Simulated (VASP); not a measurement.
# MnO: single point with PBE

Crystal: MnO.

```
Mn O
1.0
     0.00000    2.22250    2.22250
     2.22250    0.00000    2.22250
     2.22250    2.22250    0.00000
Mn O
1 1
Direct
  0.00000 0.00000 0.00000
  0.50000 0.50000 0.50000
```

```yaml
Program: VASP 6.6.1
Task: single point
Functional: PBE
Potentials_or_basis: VASP PAW PBE potentials, release 64 (Mn_pv, O)
Cutoff: 600 eV
k_mesh: 4 × 4 × 4
Occupations: fermi-dirac, width 0.05 eV
Spin: collinear spin, ferromagnetic start
Starting_moments: "[5.0, 0.0] μB"
Dipole_correction: no
Further_INCAR_settings: ALGO = Normal; EDIFF = 1e-06; NBANDS = 20
```

```yaml
Pressure: -1.3 GPa
Net_moment: 4.72 μB per cell
Site_moments: Mn +4.29; O +0.20 μB
Valence_electrons_inside_the_program's_atomic_spheres: Mn 11.36; O 4.97
```

Levels at points of the mesh, in eV from the Fermi level:
Spin up:
```csv
k point,band 9,band 10,band 11,band 12,band 13,band 14,band 15,band 16
"(0.00, 0.00, 0.00)",-3.37,-3.37,-2.85,-2.85,-0.67,13.82,16.19,16.19
"(0.50, 0.00, 0.00)",-2.48,-2.04,0.04,0.04,3.33,7.57,11.73,11.73
"(0.50, 0.50, 0.00)",-2.42,-2.21,-2.21,-2.08,4.87,7.65,10.26,13.50
```
Spin down:
```
           k point  band 5  band 6  band 7  band 8  band 9  band 10
(0.00, 0.00, 0.00)   -3.55   -3.55   -3.55    0.55    0.55     0.55
(0.50, 0.00, 0.00)   -7.55   -5.04   -5.04    1.73    1.77     1.77
(0.50, 0.50, 0.00)   -6.60   -4.53   -4.53   -1.02    1.76     1.96
```

It took 31 s on 1 thread of Intel Xeon 8259CL, with other jobs on the host, peak memory 0.17 GiB.

Caveat: the k points lie up to 0.61 Å⁻¹ apart; a cell with one magnetic atom can't hold antiferromagnetic order, which such compounds often take; semilocal functionals often make such compounds metallic where correlation or magnetic order opens a gap, which also shifts bond lengths. With open d or f shells a metallic result of PBE can be an artefact of self-interaction; +U or a hybrid may open a gap.
